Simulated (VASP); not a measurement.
# Nb in VASP: further runs, part 2 of 3

VASP 6.6.1. Earlier steps stand in the parts before.

### 3 Electric field gradients, PBEsol

This run uses another cell than the first one, of 18.92 Å³/atom, 0.943 times its volume.

The input, INCAR:

```
SYSTEM = Nb
ALGO = Normal ; EDIFF = 1E-8
ENCUT = 520 ; GGA = PS
ISIF = 2 ; ISMEAR = -1
LASPH = .True. ; LCHARG = .False.
LEFG = .True. ; LREAL = .False.
LWAVE = .False. ; NBANDS = 12
NELM = 80 ; PREC = Accurate
SIGMA = 0.08
```

The input, KPOINTS:

```
k-points
0
Gamma
  13 13 13
  0 0 0
```

The input, POSCAR:

```
Nb
1.0
    0.0000000000      2.1150000000      2.1150000000
    2.1150000000      0.0000000000      2.1150000000
    2.1150000000      2.1150000000      0.0000000000
Nb
1
Direct
    0.0000000000      0.0000000000      0.0000000000
```

Potentials or basis: VASP PAW PBE potentials, release 64 (Nb_sv).

Launch:

```
> cat potpaw_PBE.64/Nb_sv/POTCAR > POTCAR
> mpirun -np 1 vasp_std > vasp.out
```

OUTCAR:

```text
SYSTEM = Nb
   EDIFF = 1E-8
   ENCUT = 520
   GGA = PS
   ISIF = 2
   ISMEAR = -1
   LASPH = .True.
   LREAL = .False.
   NELM = 80
   PREC = Accurate

 ion  position               nearest neighbor table
   1  0.000  0.000  0.000-

  LATTYP: Found a face centered cubic cell.
 ALAT       =     4.2300000000

  Lattice vectors:

 A1 = (   0.0000000000,   2.1150000000,   2.1150000000)
 A2 = (   2.1150000000,   0.0000000000,   2.1150000000)
 A3 = (   2.1150000000,   2.1150000000,   0.0000000000)

Analysis of symmetry for initial positions (statically):
=====================================================================
 Subroutine PRICEL returns:
 Original cell was already a primitive cell.

 Routine SETGRP: Setting up the symmetry group for a
 face centered cubic supercell.

 Subroutine GETGRP returns: Found 48 space group operations
 (whereof 48 operations were pure point group operations)
 out of a pool of 48 trial point group operations.

The static configuration has the point symmetry O_h .

Analysis of symmetry for dynamics (positions and initial velocities):
=====================================================================
 Subroutine PRICEL returns:
 Original cell was already a primitive cell.

 Routine SETGRP: Setting up the symmetry group for a
 face centered cubic supercell.

 Subroutine GETGRP returns: Found 48 space group operations
 (whereof 48 operations were pure point group operations)
 out of a pool of 48 trial point group operations.

The dynamic configuration has the point symmetry O_h .

 Subroutine INISYM returns: Found 48 space group operations
 (whereof 48 operations are pure point group operations),
 and found     1 'primitive' translations

----------------------------------------------------------------------------------------

                                     Primitive cell

  volume of cell :      18.9217

  direct lattice vectors                    reciprocal lattice vectors
     0.000000000  2.115000000  2.115000000    -0.236406619  0.236406619  0.236406619
     2.115000000  0.000000000  2.115000000     0.236406619 -0.236406619  0.236406619
     2.115000000  2.115000000  0.000000000     0.236406619  0.236406619 -0.236406619

  length of vectors
     2.991061684  2.991061684  2.991061684     0.409468276  0.409468276  0.409468276

  position of ions in fractional coordinates (direct lattice)
     0.000000000  0.000000000  0.000000000

  ion indices of the primitive-cell ions
   primitive index   ion index
                 1           1

----------------------------------------------------------------------------------------

 KPOINTS: k-points

Automatic generation of k-mesh.
 Grid dimensions read from file:
 generate k-points for:   13   13   13

 Generating k-lattice:

  Cartesian coordinates                     Fractional coordinates (reciprocal lattice)
[... 66 lines left out ...]
   ISIF   =      2    stress and relaxation
   ISYM   =      2    0-nonsym 1-usesym 2-fastsym
   POTIM  = 0.5000    time-step for ionic-motion
   TEBEG  =    0.0;   TEEND  =   0.0 temperature during run
   PSTRESS=    0.0 pullay stress
   NELECT =      13.0000    total number of electrons
   NUPDOWN=      -1.0000    fix difference up-down
   EMIN   =  10.00;   EMAX   =-10.00  energy-range for DOS
   EFERMI =   0.00;   METHOD = LEGACY
   ISMEAR =    -1;   SIGMA  =   0.08  broadening in eV -4-tet -1-fermi 0-gaus
   EFERMI_NEDOS =   21; number of points for ismear=-14 and -15
   IALGO  =     38    algorithm
   IMIX   =      4    mixing-type and parameters
     AMIX     =   0.40;   BMIX     =  1.00
     AMIX_MAG =   1.60;   BMIX_MAG =  1.00
  volume/ion in A,a.u.               =      18.92       127.69
  Fermi-wavevector in a.u.,A,eV,Ry     =   1.444560  2.729823 28.392005  2.086754
  Thomas-Fermi vector in A             =   2.562841
   LORBIT       =      0    0 simple, 1 ext, 2 COOP (PROOUT), +10 PAW based schemes
   GGA     = PS    functional components
   LHFCALC =     F    Hartree Fock is set to
   AEXX    =    0.0000 exact exchange contribution
   IVDW    =     0    specifies the selected vdW correction
   LEPSILON=     F    determine dielectric tensor
   LRPA    =     F    only Hartree local field effects (RPA)
 non-spin polarized calculation
  energy-cutoff  :      520.00
  volume of cell :       18.92
 maximum number of plane-waves:       532
   NGX = 11   NGY = 11   NGZ = 11

 number of electron      13.0000001 magnetization

 Free energy of the ion-electron system (eV)
  ---------------------------------------------------
  ext. energy  EPLUGINS =         0.00000000
  ---------------------------------------------------
  free energy    TOTEN  =       -10.60312261 eV

  energy without entropy =      -10.57004837  energy(sigma->0) =      -10.58658549

 E-fermi :  10.7002     XC(G=0): -12.3787

 val. band max:       10.6971932263   @ k =   0.3846   0.2308   0.0000
 cond. band min:      10.7162048567   @ k =  -0.3846   0.2308   0.0769
 fundamental gap:      0.0190116304
 Fermi energy:        10.7001655572

 k-point     1 :       0.0000    0.0000    0.0000
  band No.  band energies     occupation
      1     -43.9871      2.00000
      2     -19.4085      2.00000
      3     -19.4085      2.00000
      4     -19.4085      2.00000
      5       4.4875      2.00000
      6      10.8267      0.34095
      7      10.8267      0.34095
      8      10.8267      0.34095
      9      13.3884      0.00000
     10      13.3884      0.00000
     11      22.5430      0.00000
     12      27.2433      0.00000
[... 331 lines left out ...]
 k-point    24 :       0.4615    0.1538    0.0000
  band No.  band energies     occupation
      1     -43.7940      2.00000
      2     -20.4298      2.00000
      3     -19.6916      2.00000
      4     -19.6213      2.00000
      5       7.5257      2.00000
      6       9.7093      1.99999
      7      10.6871      1.08174
      8      11.4552      0.00016
      9      15.4232      0.00000
     10      15.8272      0.00000
     11      21.3575      0.00000
     12      24.2007      0.00000

 [... further k-points ...]
[... 5 lines left out ...]
  --------------------------------------------------------------------------------------
  -------------------------------------------------------------------------------------
  Total       -0.8156270     -0.8156270     -0.8156270      0.0000000      0.0000000     -0.0000000
  in kB      -69.0623058    -69.0623058    -69.0623058      0.0000000      0.0000000     -0.0000000
  external PRESSURE =     -69.0623058 kB  Pullay stress =       0.0000000 kB

 VOLUME and BASIS-vectors are now :
 -----------------------------------------------------------------------------
  energy-cutoff  :      520.00
  volume of cell :       18.92
      direct lattice vectors                 reciprocal lattice vectors
     0.000000000  2.115000000  2.115000000    -0.236406619  0.236406619  0.236406619
     2.115000000  0.000000000  2.115000000     0.236406619 -0.236406619  0.236406619
     2.115000000  2.115000000  0.000000000     0.236406619  0.236406619 -0.236406619

 POSITION                                       TOTAL-FORCE (eV/Angst)
 -----------------------------------------------------------------------------------
      0.00000      0.00000      0.00000        -0.000000     -0.000000      0.000000
 -----------------------------------------------------------------------------------
    total drift:                                0.000000      0.000000     -0.000000

  FREE ENERGIE OF THE ION-ELECTRON SYSTEM (eV)
  ---------------------------------------------------
  free  energy   TOTEN  =       -10.6031226107 eV

  energy  without entropy=      -10.5700483682  energy(sigma->0) =      -10.58658549

 Electric field gradients (V/A^2)
---------------------------------------------------------------------
 ion       V_xx      V_yy      V_zz      V_xy      V_xz      V_yz
---------------------------------------------------------------------
   1      -0.000    -0.000     0.000     0.000     0.000     0.000
---------------------------------------------------------------------

 Electric field gradients after diagonalization (V/A^2)
 (convention: |V_zz| > |V_xx| > |V_yy|)
----------------------------------------------------------------------
 ion       V_xx      V_yy      V_zz     asymmetry (V_yy - V_xx)/ V_zz
----------------------------------------------------------------------
   1      -0.000    -0.000     0.000       0.000
----------------------------------------------------------------------

           NMR quadrupolar parameters

 Cq : quadrupolar parameter    Cq=e*Q*V_zz/h
 eta: asymmetry parameters     (V_yy - V_xx)/ V_zz
 Q  : nuclear electric quadrupole moment in mb (millibarn)
----------------------------------------------------------------------
 ion       Cq(MHz)       eta       Q (mb)
----------------------------------------------------------------------
   1       0.000       0.000       1.000
----------------------------------------------------------------------
```

Wall time 13 s (1 thread of Intel Xeon 6975P-C, shared host); peak memory 0.15 GiB.

What came out:

| Item | Value |
| --- | --- |
| Free energy | -10.6031 eV |
| Pressure | -6.9 GPa |

Caveat: without QUAD_EFG the Cq values of the log hold for a quadrupole moment of 1 mb, not for the nuclei; the PAW data sets were made with another functional, which shifts forces and pressure a little.

### 4 Electric field gradients, PBE, non-collinear spin, zero start, spin-orbit coupling

This run uses another cell than the first one, of 18.92 Å³/atom, 0.943 times its volume.

The input, INCAR:

```
PREC = Accurate
ENCUT = 520
EDIFF = 1E-8
ISMEAR = -1
SIGMA = 0.08
LREAL = F
LASPH = T
NELM = 150
ALGO = Normal
ISIF = 2
LWAVE = F
LCHARG = F
MAGMOM = 0 0 0
LORBIT = 11
LSORBIT = T
GGA_COMPAT = F
LORBMOM = T
LMAXMIX = 4
GGA = PE
LEFG = T
NBANDS = 24
```

The input, KPOINTS:

```
regular mesh
0
Gamma
  13 13 13
```

POSCAR is that of step 3.

Potentials or basis: VASP PAW PBE potentials, release 64 (Nb_sv).

Launch:

```
> cat potpaw_PBE.64/Nb_sv/POTCAR > POTCAR
> mpirun -np 1 vasp_ncl > vasp.out
```

OUTCAR:

```text
PREC = Accurate
   ENCUT = 520
   EDIFF = 1E-8
   ISMEAR = -1
   LREAL = F
   LASPH = T
   NELM = 150
   ISIF = 2
   LORBIT = 11
   LSORBIT = T
   GGA = PE

 ion  position               nearest neighbor table
   1  0.000  0.000  0.000-

  LATTYP: Found a face centered cubic cell.
 ALAT       =     4.2300000000

  Lattice vectors:

 A1 = (   0.0000000000,   2.1150000000,   2.1150000000)
 A2 = (   2.1150000000,   0.0000000000,   2.1150000000)
 A3 = (   2.1150000000,   2.1150000000,   0.0000000000)

Analysis of symmetry for initial positions (statically):
=====================================================================
 Subroutine PRICEL returns:
 Original cell was already a primitive cell.

 Routine SETGRP: Setting up the symmetry group for a
 face centered cubic supercell.

 Subroutine GETGRP returns: Found 48 space group operations
 (whereof 48 operations were pure point group operations)
 out of a pool of 48 trial point group operations.

The static configuration has the point symmetry O_h .

Analysis of symmetry for dynamics (positions and initial velocities):
=====================================================================
 Subroutine PRICEL returns:
 Original cell was already a primitive cell.

 Routine SETGRP: Setting up the symmetry group for a
 face centered cubic supercell.

[... 879 lines left out ...]

 orbital moment (x)

 # of ion     p       d       tot
 ----------------------------------------
  1         0.000   0.000   0.000
 ----------------------------------------
            0.000   0.000   0.000

 orbital moment (y)

 # of ion     p       d       tot
 ----------------------------------------
  1         0.000  -0.000  -0.000
 ----------------------------------------
            0.000  -0.000  -0.000

 orbital moment (z)

 # of ion     p       d       tot
 ----------------------------------------
  1         0.000   0.000   0.000
 ----------------------------------------
            0.000   0.000   0.000

 Spin-Orbit-Coupling matrix elements

 Ion:    1  E_soc:     -0.1783117
 l=   1
     0.0000000    -0.0268434    -0.0268434
    -0.0268434     0.0000000    -0.0268434
    -0.0268434    -0.0268434     0.0000000
 l=   2
     0.0000000    -0.0007141     0.0000000    -0.0007141    -0.0021611
    -0.0007141     0.0000000    -0.0016208    -0.0007141    -0.0005403
     0.0000000    -0.0016208     0.0000000    -0.0016208     0.0000000
    -0.0007141    -0.0007141    -0.0016208     0.0000000    -0.0005403
    -0.0021611    -0.0005403     0.0000000    -0.0005403     0.0000000
 l=   3
     0.0000000     0.0000000     0.0000000     0.0000000     0.0000000     0.0000000     0.0000000
     0.0000000     0.0000000     0.0000000     0.0000000     0.0000000     0.0000000     0.0000000
     0.0000000     0.0000000     0.0000000     0.0000000     0.0000000     0.0000000     0.0000000
     0.0000000     0.0000000     0.0000000     0.0000000     0.0000000     0.0000000     0.0000000
     0.0000000     0.0000000     0.0000000     0.0000000     0.0000000     0.0000000     0.0000000
     0.0000000     0.0000000     0.0000000     0.0000000     0.0000000     0.0000000     0.0000000
     0.0000000     0.0000000     0.0000000     0.0000000     0.0000000     0.0000000     0.0000000

 total charge

# of ion       s       p       d       tot
------------------------------------------
    1        2.223   6.004   2.405  10.632

 magnetization (x)

# of ion       s       p       d       tot
------------------------------------------
    1       -0.000  -0.000  -0.000  -0.000

 magnetization (y)

# of ion       s       p       d       tot
------------------------------------------
    1       -0.000  -0.000  -0.000  -0.000

 magnetization (z)

# of ion       s       p       d       tot
------------------------------------------
    1       -0.000  -0.000   0.000  -0.000
```

stdout:

```text
POSCAR found type information on POSCAR Nb
 POSCAR found :  1 types and       1 ions
 scaLAPACK will be used
 LDA part: xc-table for (Slater+PW92), standard interpolation
 POSCAR, INCAR and KPOINTS ok, starting setup
 FFT: planning ... GRIDC
 FFT: planning ... GRID_SOFT
 FFT: planning ... GRID
 WAVECAR not read
 entering main loop
ion   1
```

Run time: 90 s. Hardware: 1 thread of Intel Xeon 6975P-C, shared host; peak memory 0.23 GiB.

What came out:

```
Free energy                                           : -9.9978 eV
Pressure                                              : -1.4 GPa
Net moment                                            : 0.00 μB per cell
Valence electrons inside the program's atomic spheres : Nb 10.63
```

Moments on the atoms (μB; x, y, z):
```
Nb  0.00 0.00 0.00
```

Caveat: without QUAD_EFG the Cq values of the log hold for a quadrupole moment of 1 mb, not for the nuclei.

[end of part 2 of 3]
